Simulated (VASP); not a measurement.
Here is a VASP 6.6.1 calculation.

The input POSCAR:

```
Sb
1.0
    3.1600000000      0.0000000000      0.0000000000
    0.0000000000      3.1600000000      0.0000000000
    0.0000000000      0.0000000000      3.3180000000
Sb
1
Direct
    0.0000000000      0.0000000000      0.0000000000
```

File INCAR.step1:

```
SYSTEM = Sb
ALGO     = Normal         ! electronic algorithm
EDIFF    = 1E-4           ! SCF threshold, eV
ENCUT    = 520            ! plane-wave cutoff, eV
GGA      = PE             ! functional
ISMEAR   = 0              ! smearing method
LASPH    = .True.         ! aspherical terms in the spheres
LCHARG   = .False.        ! write CHGCAR
LREAL    = .False.        ! projectors in reciprocal space
LWAVE    = .True.         ! write WAVECAR
NBANDS   = 8              ! bands
NELM     = 80             ! most SCF steps
PREC     = Accurate       ! precision mode
SIGMA    = 0.15           ! smearing width, eV
```

INCAR.step2

```
SYSTEM = Sb
ALGO     = Normal         ! electronic algorithm
EDIFF    = 1E-7           ! SCF threshold, eV
ENCUT    = 520            ! plane-wave cutoff, eV
ISIF     = 2              ! what is computed and relaxed
ISMEAR   = 0              ! smearing method
ISTART   = 1            
LASPH    = .True.         ! aspherical terms in the spheres
LCHARG   = .False.        ! write CHGCAR
LMIXTAU  = .True.       
LREAL    = .False.        ! projectors in reciprocal space
LWAVE    = .False.        ! write WAVECAR
METAGGA  = R2SCAN         ! meta-GGA
NBANDS   = 8              ! bands
NELM     = 80             ! most SCF steps
PREC     = Accurate       ! precision mode
SIGMA    = 0.15           ! smearing width, eV
```

The input KPOINTS:

```
k-points
0
Gamma
  16 16 16
  0 0 0
```

Potentials or basis: VASP PAW PBE potentials, release 64 (Sb).

Run with:

```bash
$ cat potpaw_PBE.64/Sb/POTCAR > POTCAR
$ cp INCAR.step1 INCAR
$ mpirun -np 1 vasp_std > vasp.out
$ cp INCAR.step2 INCAR
$ mpirun -np 1 vasp_std > vasp.out
```

(1) What does it give for the band gap on the k mesh?

(2) Predict the pressure.

Answers

(1) zero (an odd number of electrons rules out a gap without spin polarisation).

(2) -5.3 GPa.

Caveat: the cell differs from its parent crystal (strain +0.000 along x and y, +0.050 along z); the cell stands under tension; the PAW data sets were made with another functional, which shifts forces and pressure a little; spin-orbit coupling is left out, which moves the levels of the heavy elements.
